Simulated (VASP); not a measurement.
ZrN: single point with LDA

Crystal: ZrN.

```
CELL_PARAMETERS angstrom
0.00000 4.60000 4.60000
4.60000 0.00000 4.60000
4.60000 4.60000 0.00000
ATOMIC_POSITIONS crystal
Zr 0.25000 0.25000 0.25000
Zr 0.25000 0.25000 0.75000
Zr 0.25000 0.75000 0.25000
Zr 0.25000 0.75000 0.75000
Zr 0.75000 0.25000 0.25000
Zr 0.75000 0.25000 0.75000
Zr 0.75000 0.75000 0.25000
Zr 0.75000 0.75000 0.75000
N 0.00000 0.00000 0.00000
N 0.00000 0.00000 0.50000
N 0.00000 0.50000 0.00000
N 0.00000 0.50000 0.50000
N 0.50000 0.00000 0.00000
N 0.50000 0.00000 0.50000
N 0.50000 0.50000 0.00000
N 0.50000 0.50000 0.50000
```

```
Program                : VASP 6.6.1
Task                   : single point
Functional             : LDA
Potentials or basis    : VASP PAW LDA potentials, release 64 (Zr_sv, N)
Cutoff                 : 600 eV
k mesh                 : 2 × 2 × 2
Occupations            : fermi-dirac, width 0.3 eV
Spin                   : no spin polarisation
Dipole correction      : no
Further INCAR settings : ALGO = Normal; EDIFF = 1e-06; NBANDS = 82
```

```
Pressure               : -11.2 GPa
Band gap on the k mesh : zero (bands 68 and 69 overlap by 1.55 eV)
```

Levels at points of the mesh, in eV from the Fermi level:
```tsv
k point	band 66	band 67	band 68	band 69	band 70	band 71	band 72	band 73	band 74	band 75
(0.00, 0.00, 0.00)	-2.51	-2.51	-0.31	-0.31	-0.31	1.65	1.65	3.01	3.09	3.09
(0.50, 0.00, 0.00)	-0.44	-0.44	-0.44	-0.44	-0.44	0.73	0.73	1.16	1.16	1.16
(0.50, 0.50, 0.00)	-2.13	1.12	1.12	1.12	1.12	1.74	1.74	1.74	1.74	1.88
```

It took 2.8 min on 1 thread of Intel Xeon 8259CL (shared host), peak memory 0.31 GiB.

Caveat: the k points lie up to 0.59 Å⁻¹ apart, too coarse for converged energies and pressures of a metal; so wide a smearing shifts energies and pressures.
